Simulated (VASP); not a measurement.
A run of VASP 6.6.1:

The input INCAR:

```
SYSTEM = Au
ALGO = Normal ; EDIFF = 1E-6
ENCUT = 500 ; GGA = PS
GGA_COMPAT = .False. ; ISIF = 2
ISMEAR = -1 ; IVDW = 12
LASPH = .True. ; LCHARG = .True.
LELF = .True. ; LREAL = .False.
LVHAR = .True. ; LWAVE = .False.
NBANDS = 12 ; NELM = 120
PREC = Accurate ; SIGMA = 0.05
```

The input KPOINTS:

```
k-points
0
Gamma
  11 11 11
  0 0 0
```

The input POSCAR:

```
Au
1.0
    0.0000000000      2.0184469287      2.0184469287
    2.0184469287      0.0000000000      2.0184469287
    2.0184469287      2.0184469287      0.0000000000
Au
1
Direct
    0.0000000000      0.0000000000      0.0000000000
```

Potentials or basis: VASP PAW PBE potentials, release 64 (Au).

Run with:

```sh
$ cat potpaw_PBE.64/Au/POTCAR > POTCAR
$ mpirun -np 1 vasp_std > vasp.out
```

Hardware: 1 thread of Intel(R) Xeon(R) 6975P-C (Granite Rapids), on a shared host.

**Question.** Estimate the wall time of this run.

**Answer.** Run time: 5.4 s on 1 thread of Intel(R) Xeon(R) 6975P-C (Granite Rapids) (shared host), peak memory 0.15 GiB. Counts: scf iterations 11, k points 56.
